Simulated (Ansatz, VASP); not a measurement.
## Si2W in VASP and in Ansatz

```xyz
9
Lattice="4.6169 0.0000 0.0000 -2.3084 3.9983 0.0000 0.0000 0.0000 6.6532" Properties=species:S:1:pos:R:3 pbc="T T T"
Si    2.3084    2.6862    3.3266
Si   -1.1721    3.3422    5.5444
Si    1.1721    3.3422    1.1089
Si    0.0000    1.3121    3.3266
Si    3.4805    0.6561    5.5444
Si    1.1363    0.6561    1.1089
W    -1.1542    1.9992    1.1089
W     1.1542    1.9992    5.5444
W     2.3084    0.0000    3.3266
```

Alike in both runs: functional LDA; k mesh 9 × 9 × 6; occupations gaussian, width 0.1 eV; no spin polarisation.

Ansatz relaxed the structure, and its values are those at the end. VASP's run is a single point on that final structure, the one shown.

```csv
,VASP,Ansatz
version,VASP 6.6.1,Ansatz 0.2.0
potentials or method,"VASP PAW LDA potentials, release 64 (Si, W_sv), cutoff 500 eV","scalar-relativistic, plane waves, PAW"
valence electrons in the cell,66,66
```

VASP gave:

* gap on the k mesh at the Fermi level (eV): 0.12
* least direct gap on the mesh (eV): 0.62
* pressure (GPa): -8.5
* rms of the force components (eV/Å): 0.003

Task: Which values does Ansatz return?

Result: gap on the k mesh at the Fermi level (eV): 0.12; least direct gap on the mesh (eV): 0.62; pressure (GPa): -9.2; rms of the force components (eV/Å): 0.000.

Ansatz warns that its potentials were made for another functional, while VASP's fit it. LDA's correlation is that of Perdew and Zunger in VASP and of Perdew and Wang (1992) in Ansatz. Ansatz's warnings: stress scf threshold loose.

Neither program's run includes spin-orbit coupling.
